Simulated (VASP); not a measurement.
Write the native input for VASP 6.6.1 that does the following.

| Quantity | Value |
| --- | --- |
| Task | single point |
| Functional | PBEsol |
| Potentials or basis | VASP PAW PBE potentials, release 64 (Ni_sv_GW, Al) |
| Cutoff | 690 eV |
| k mesh | 8 × 8 × 8 |
| Occupations | fermi-dirac, width 0.05 eV |
| Spin | collinear spin, ferromagnetic start |
| Starting moments | [0.8, 0.0] μB |
| Fixed moment | 0.8 μB |
| Dipole correction | no |
| Further INCAR settings | ALGO = Normal; EDIFF = 1e-06; NBANDS = 22 |

The structure of AlNi lies in POSCAR:

```
AlNi
1.0
    2.8810000000      0.0000000000      0.0000000000
    0.0000000000      2.8810000000      0.0000000000
    0.0000000000      0.0000000000      2.8810000000
Ni Al
1 1
Direct
    0.5000000000      0.5000000000      0.5000000000
    0.0000000000      0.0000000000      0.0000000000
```

These files were run (other wordings do the same):

INCAR

```
  PREC = Accurate
  ENCUT = 690
  EDIFF = 1E-6
  ISMEAR = -1
  SIGMA = 0.05
  LREAL = F
  LASPH = T
  NELM = 200
  ALGO = Normal
  ISIF = 2
  LWAVE = F
  LCHARG = F
  ISPIN = 2
  MAGMOM = 0.8 0
  LORBIT = 11
  NUPDOWN = 0.8
  LMAXMIX = 4
  GGA = PS
  NBANDS = 22
  GGA_COMPAT = F
```

KPOINTS

```
regular mesh
0
Gamma
  8 8 8
```

Potentials or basis: VASP PAW PBE potentials, release 64 (Ni_sv_GW, Al).

Command:

```sh
$ cat potpaw_PBE.64/Ni_sv_GW/POTCAR potpaw_PBE.64/Al/POTCAR > POTCAR
$ mpirun -np 1 vasp_std > vasp.out
```

Results of the run:

```json
{"Pressure": "-1.7 GPa", "Net moment": "0.80 μB per cell", "Site moments": "Ni +0.58; Al +0.05 μB", "Valence electrons inside the program's atomic spheres": "Ni 16.43; Al 0.80"}
```

Caveat: the PAW data sets were made with another functional, which shifts forces and pressure a little; the total moment is fixed, so each spin has its own Fermi level and the state may be an excited one.

Run time: 55 s on 1 thread of Intel(R) Xeon(R) Platinum 8488C (Sapphire Rapids), on a shared host, peak memory 0.21 GiB.
